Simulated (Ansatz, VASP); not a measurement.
# Bi in VASP and in Ansatz

Contents of INCAR:

```
ALGO     = Normal         # electronic algorithm
EDIFF    = 1E-6           # SCF threshold, eV
ENCUT    = 520            # plane-wave cutoff, eV
GGA      = PE             # functional
ISIF     = 2              # what is computed and relaxed
ISMEAR   = -1             # smearing method
LASPH    = True           # aspherical terms in the spheres
LCHARG   = True           # write CHGCAR
LELF     = True           # ELF
LREAL    = False          # projectors in reciprocal space
LVHAR    = True         
LWAVE    = False          # write WAVECAR
NBANDS   = 22             # bands
NELM     = 80             # most SCF steps
PREC     = Accurate       # precision mode
SIGMA    = 0.05           # smearing width, eV
```

KPOINTS

```
k-points
0
Gamma
  11 11 11
```

Contents of POSCAR:

```
Bi
1.0
    0.0000000000      3.5824620482      3.5824620482
    3.5824620482      0.0000000000      3.5824620482
    3.5824620482      3.5824620482      0.0000000000
Bi
2
Direct
   -0.1250000000     -0.1250000000     -0.1250000000
    0.1250000000      0.1250000000      0.1250000000
```

Input for Ansatz:

```yaml
crystal:
  lattice:
    - [0.0, 3.5824620482, 3.5824620482]
    - [3.5824620482, 0.0, 3.5824620482]
    - [3.5824620482, 3.5824620482, 0.0]
  atoms:
    - { symbol: Bi, position: [-0.125, -0.125, -0.125] }
    - { symbol: Bi, position: [0.125, 0.125, 0.125] }
kpoints:
  mp_grid: { grid: [11, 11, 11] }
scf:
  occupations: { method: fermi_dirac, width: 0.05 }
hamiltonian:
  xc: pbe
  pseudopotentials: { kind: all_electron, lapw: { basis_error: 0.001 } }
output:
  forces: true
  stress: true
  eigenvalues: true
  populations: true
```

Change from the starting cell: volume scaled by 0.95, LAPW.

Alike in both runs: task single point; functional PBE; k mesh 11 × 11 × 11; occupations fermi-dirac, width 0.05 eV; no spin polarisation.

|  | VASP | Ansatz |
| --- | --- | --- |
| version | VASP 6.6.1 | Ansatz 0.2.0 |
| potentials or method | VASP PAW PBE potentials, release 64 (Bi_d), cutoff 520 eV | all-electron LAPW, scalar-relativistic |

|  | VASP | Ansatz | Ansatz less VASP |
| --- | --- | --- | --- |
| pressure (GPa) | 1.6 | 1.7 | +0.07 |

Ansatz ran all-electron here, and VASP with PAW potentials.

Neither program's run includes spin-orbit coupling.
